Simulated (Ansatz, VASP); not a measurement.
# Two plane-wave programs on RbSi6

```
CELL_PARAMETERS angstrom
-3.36748 3.36748 3.36748
3.36748 -3.36748 3.36748
3.36748 3.36748 -3.36748
ATOMIC_POSITIONS crystal
Rb 0.00000 0.00000 0.00000
Si 0.75000 0.25000 0.50000
Si 0.25000 0.75000 0.50000
Si 0.50000 0.25000 0.75000
Si 0.75000 0.50000 0.25000
Si 0.50000 0.75000 0.25000
Si 0.25000 0.50000 0.75000
```

Alike in both runs: task single point; functional PBE; k mesh 8 × 8 × 8; occupations gaussian, width 0.1 eV; no spin polarisation.

|  | VASP | Ansatz |
| --- | --- | --- |
| version | VASP 6.6.1 | Ansatz 0.2.0 |
| potentials or method | VASP PAW PBE potentials, release 64 (Rb_sv, Si), cutoff 520 eV | scalar-relativistic, plane waves, PAW |
| valence electrons in the cell | 33 | 33 |

|  | VASP | Ansatz | Ansatz less VASP |
| --- | --- | --- | --- |
| gap on the k mesh at the Fermi level (eV) | none | none | - |
| pressure (GPa) | 2.1 | 2.1 | +0.04 |

A gap of «none» marks a metal or a gap that the smearing closes. With one functional, cell and mesh, what is left measures potentials, basis and numerics.
